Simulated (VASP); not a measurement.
## Si (a cell with a defect): single point with LDA

Si (a cell with a defect):

```
Si
1.0
    -5.40194   -5.40194    5.40194
     5.40194   -5.40194   -5.40194
     5.40194    5.40194    5.40194
Si
31
Cartesian
  6.7776 -1.3253 1.3756
  4.0429 -4.0600 -4.0579
  4.0429 -1.3419 4.0579
  1.3440 -4.0600 -1.3590
  4.0263 -1.3253 -1.3756
  1.3590 -6.7439 1.3440
  4.0263 -4.0766 1.3756
  4.0579 4.0600 4.0429
  1.3590 -1.3569 6.7610
  -1.3440 -4.0600 1.3590
  1.3440 -1.3419 1.3590
  4.0429 1.3569 1.3590
  1.3590 -4.0450 4.0429
  -4.0429 -4.0600 4.0579
  -1.3590 -1.3569 4.0429
  1.3756 1.3253 4.0263
  8.0924 -0.0105 -0.0397
  2.7115 -2.6613 2.6904
  5.3623 -0.0105 2.6904
  2.7115 -2.7406 -2.6904
  0.0000 -8.1029 0.0000
  2.7115 -5.3914 -0.0397
  2.6904 2.7406 2.7115
  0.0000 -2.7010 5.4019
  2.6904 0.0105 5.4416
  0.0000 -2.7010 0.0000
  2.7115 -0.0105 0.0397
  0.0397 -5.4125 2.7115
  0.0397 0.0105 8.0924
  -2.7115 -2.7406 2.6904
  -0.0397 0.0105 2.7115
```

* Program: VASP 6.6.1
* Task: single point
* Functional: LDA
* Potentials or basis: VASP PAW LDA potentials, release 64 (Si)
* Cutoff: 520 eV
* k mesh: 2 × 2 × 2, shifted
* Occupations: gaussian, width 0.02 eV
* Spin: no spin polarisation

* Largest force: 0.025 eV/Å

Forces in eV/Å, atoms in the order of the input:
```
Si   0.014  0.014  0.014
Si   0.004  0.004 -0.013
Si   0.004 -0.004  0.013
Si  -0.013  0.004  0.004
Si  -0.014  0.014 -0.014
Si  -0.004 -0.004 -0.013
Si  -0.014 -0.014  0.014
Si   0.013 -0.004  0.004
Si  -0.004 -0.013 -0.004
Si   0.013  0.004 -0.004
Si  -0.013 -0.004 -0.004
Si   0.004  0.013 -0.004
Si  -0.004  0.013  0.004
Si  -0.004  0.004  0.013
Si   0.004 -0.013  0.004
Si   0.014 -0.014 -0.014
Si  -0.008 -0.008  0.011
Si   0.008 -0.011 -0.008
Si   0.011 -0.008 -0.008
Si   0.008  0.011  0.008
Si   0.000  0.000  0.000
Si   0.008  0.008  0.011
Si  -0.008 -0.011  0.008
Si   0.000  0.000  0.000
Si  -0.008  0.008 -0.011
Si   0.000  0.000  0.000
Si   0.008 -0.008 -0.011
Si  -0.011 -0.008  0.008
Si  -0.011  0.008 -0.008
Si  -0.008  0.011 -0.008
Si   0.011  0.008  0.008
```

Levels at points of the mesh, in eV from the Fermi level:
```
           k point  band 59  band 60  band 61  band 62  band 63  band 64
(0.25, 0.25, 0.25)    -0.09    -0.09    -0.09     1.08     1.08     1.08
```

Run time: 91 s on 1 thread of AMD EPYC 9R45 (Zen 5) (shared host), peak memory 0.46 GiB.

Caveat: the cell carries a net charge on a neutralising background, which shifts energy and pressure; the cell is charged against a uniform background, so pressure and absolute levels hang on convention.
